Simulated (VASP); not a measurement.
NaF: single point with LDA

The system is NaF.

```xyz
2
Lattice="0.0000 2.3310 2.3310 2.3310 0.0000 2.3310 2.3310 2.3310 0.0000" Properties=species:S:1:pos:R:3 pbc="T T T"
Na    0.0000    0.0000    0.0000
F     2.3310    2.3310    2.3310
```

This cell differs from its parent crystal: volume scaled by 1.01.

- Program: VASP 6.6.1
- Task: single point
- Functional: LDA
- Potentials or basis: VASP PAW LDA potentials, release 64 (Na_pv, F)
- Cutoff: 520 eV
- k mesh: 10 × 10 × 10
- Occupations: fermi-dirac, width 0.02 eV
- Spin: no spin polarisation

```yaml
Pressure: -5.1 GPa
Band_gap_on_the_k_mesh: 5.86 eV, direct
```

Levels at points of the mesh, in eV from the valence-band top:
```
           k point  band 4  band 5  band 6  band 7  band 8  band 9  band 10  band 11
(0.00, 0.00, 0.00)  -18.73    0.00    0.00    0.00    5.86   18.41    18.41    18.41
(0.50, 0.00, 0.00)  -17.86   -1.62   -0.26   -0.26   10.28   11.95    19.47    19.47
(0.50, 0.50, 0.00)  -18.47   -1.30   -0.41   -0.41   12.60   12.78    13.07    19.09
```

Run time: 11 s on 1 thread of Intel(R) Xeon(R) Platinum 8488C (Sapphire Rapids), with other jobs on the host, peak memory 0.13 GiB.

 A k mesh can miss the band edges.
